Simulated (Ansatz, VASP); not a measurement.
# Two plane-wave programs on ZnS

File INCAR:

```
PREC = Accurate ; ENCUT = 500
EDIFF = 1E-6 ; ISMEAR = 0
SIGMA = 0.1 ; LREAL = F
LASPH = T ; NELM = 120
ALGO = Normal ; ISIF = 2
LWAVE = F ; LCHARG = T
GGA = PS ; LELF = T
LVHAR = T ; NBANDS = 16
GGA_COMPAT = F
```

The input KPOINTS:

```
Automatic mesh
0
Gamma
  6 6 6
```

Contents of POSCAR:

```
ZnS
1.0
    0.0000000000      2.7050000000      2.7050000000
    2.7050000000      0.0000000000      2.7050000000
    2.7050000000      2.7050000000      0.0000000000
Zn S
1 1
Direct
    0.0000000000      0.0000000000      0.0000000000
    0.2500000000      0.2500000000      0.2500000000
```

Input for Ansatz:

```yaml
crystal:
  lattice:
    - [0.0, 2.705, 2.705]
    - [2.705, 0.0, 2.705]
    - [2.705, 2.705, 0.0]
  atoms:
    - { symbol: Zn, position: [0.0, 0.0, 0.0] }
    - { symbol: S, position: [0.25, 0.25, 0.25] }
basis:
  ecutwfc: 600.0
kpoints:
  mp_grid: { grid: [6, 6, 6] }
hamiltonian:
  xc: pbesol
  pseudopotentials: { kind: paw, azcp: { folder: soft_1 } }
scf:
  occupations: { method: gaussian, width: 0.1 }
output:
  forces: true
  stress: true
  eigenvalues: true
```

Alike in both runs: task single point; functional PBEsol; k mesh 6 × 6 × 6; occupations gaussian, width 0.1 eV; no spin polarisation.

|  | VASP | Ansatz |
| --- | --- | --- |
| version | VASP 6.6.1 | Ansatz 0.2.0 |
| potentials or method | VASP PAW PBE potentials, release 64 (Zn, S), cutoff 500 eV | scalar-relativistic, plane waves, PAW |
| valence electrons in the cell | 18 | 18 |

```tsv
	VASP	Ansatz	Ansatz less VASP
gap on the k mesh at the Fermi level (eV)	1.96	1.95	-0.008
least direct gap on the mesh (eV)	1.96	1.95	-0.008
pressure (GPa)	-2.0	-2.2	-0.17
```

VASP's potentials were made for PBE, not for PBEsol, and Ansatz warns of the same on its side.
